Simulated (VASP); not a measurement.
Wanted: the native input for a VASP 6.6.1 run.

```yaml
Task: single point
Functional: PBE
Potentials_or_basis: VASP PAW PBE potentials, release 64 (Mn_pv, Hg)
Cutoff: 520 eV
k_mesh: 9 × 9 × 5
Occupations: fermi-dirac, width 0.1 eV
Spin: collinear spin, ferromagnetic start
Starting_moments: "[4.0, 4.0, 0.0, 0.0] μB"
Dipole_correction: no
Further_INCAR_settings: ALGO = Normal; EDIFF = 1e-07; NBANDS = 37
```

The structure of MnHg lies in POSCAR:

```
MnHg
1.0
    3.3150000000      0.0000000000      0.0000000000
    0.0000000000      3.3150000000      0.0000000000
    0.0000000000      0.0000000000      6.6300000000
Mn Hg
2 2
Direct
    0.5000000000      0.5000000000      0.2500000000
    0.5000000000      0.5000000000      0.7500000000
    0.0000000000      0.0000000000      0.0000000000
    0.0000000000      0.0000000000      0.5000000000
```

The input as run:

INCAR

```
SYSTEM = MnHg
PREC = Accurate ; ENCUT = 520
EDIFF = 1E-7 ; ISMEAR = -1
SIGMA = 0.1 ; LREAL = .FALSE.
LASPH = .TRUE. ; NELM = 150
ALGO = Normal ; ISIF = 2
LWAVE = .FALSE. ; LCHARG = .FALSE.
ISPIN = 2 ; MAGMOM = 4 4 0 0
LORBIT = 11 ; LMAXMIX = 4
GGA = PE ; NBANDS = 37
```

KPOINTS

```
Automatic mesh
0
G
  9 9 5
  0 0 0
```

Potentials or basis: VASP PAW PBE potentials, release 64 (Mn_pv, Hg).

The run is started by

```sh
$ cat potpaw_PBE.64/Mn_pv/POTCAR potpaw_PBE.64/Hg/POTCAR > POTCAR
$ mpirun -np 1 vasp_std > vasp.out
```

It gave:

| Property | Result |
| --- | --- |
| Pressure | 0.8 GPa |
| Net moment | 7.77 μB per cell |
| Site moments | Mn +3.80; Hg -0.05 μB |
| Valence electrons inside the program's atomic spheres | Mn 11.40; Hg 10.59 |

Run time: 5.1 min on 1 thread of Intel Xeon 8259CL, on a shared host, peak memory 0.34 GiB.
